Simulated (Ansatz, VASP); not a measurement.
## Two plane-wave programs on Sn

INCAR

```
SYSTEM = Sn
ALGO = Fast
EDIFF = 1E-7
ENCUT = 520
GGA = PS
ISIF = 2
ISMEAR = 0
LASPH = .TRUE.
LCHARG = .FALSE.
LREAL = .FALSE.
LWAVE = .FALSE.
NBANDS = 21
NELM = 60
PREC = Accurate
SIGMA = 0.15
```

Contents of KPOINTS:

```
k-points
0
G
  12 12 12
  0 0 0
```

File POSCAR:

```
Sn
1.0
    0.0000000000      3.2456000000      3.3754240000
    3.2456000000      0.0000000000      3.3754240000
    3.2456000000      3.2456000000      0.0000000000
Sn
2
Direct
    0.5000000000      0.5000000000      0.5000000000
    0.7500000000      0.7500000000      0.7500000000
```

Input for Ansatz:

```yaml
crystal:
  lattice:
    - [0.0, 3.2456, 3.375424]
    - [3.2456, 0.0, 3.375424]
    - [3.2456, 3.2456, 0.0]
  atoms:
    - { symbol: Sn, position: [0.5, 0.5, 0.5] }
    - { symbol: Sn, position: [0.75, 0.75, 0.75] }
basis:
  ecutwfc: 420
kpoints:
  mp_grid: { grid: [12, 12, 12] }
hamiltonian:
  xc: pbesol
scf:
  occupations: { method: gaussian, width: 0.15 }
output:
  forces: true
  stress: true
  eigenvalues: true
```

Change from the starting cell: strain +0.000 along x and y, +0.040 along z, atoms carried along.

Alike in both runs: task single point; functional PBEsol; k mesh 12 × 12 × 12; occupations gaussian, width 0.15 eV; no spin polarisation.

|  | VASP | Ansatz |
| --- | --- | --- |
| version | VASP 6.6.1 | Ansatz 0.2.0 |
| potentials or method | VASP PAW PBE potentials, release 64 (Sn_d), cutoff 520 eV | scalar-relativistic, plane waves, PAW |
| valence electrons in the cell | 28 | 28 |

|  | VASP | Ansatz | Ansatz less VASP |
| --- | --- | --- | --- |
| gap on the k mesh at the Fermi level (eV) | none | none | - |
| pressure (GPa) | -0.7 | -0.7 | +0.06 |
| traceless stress, the component that is largest in VASP (GPa) | -0.82 | -0.82 | +0.001 |

VASP's potentials were made for PBE, not for PBEsol. A gap of «none» marks a metal or a gap that the smearing closes. The functional is the same, so the differences come from potentials, cutoffs and numerics.
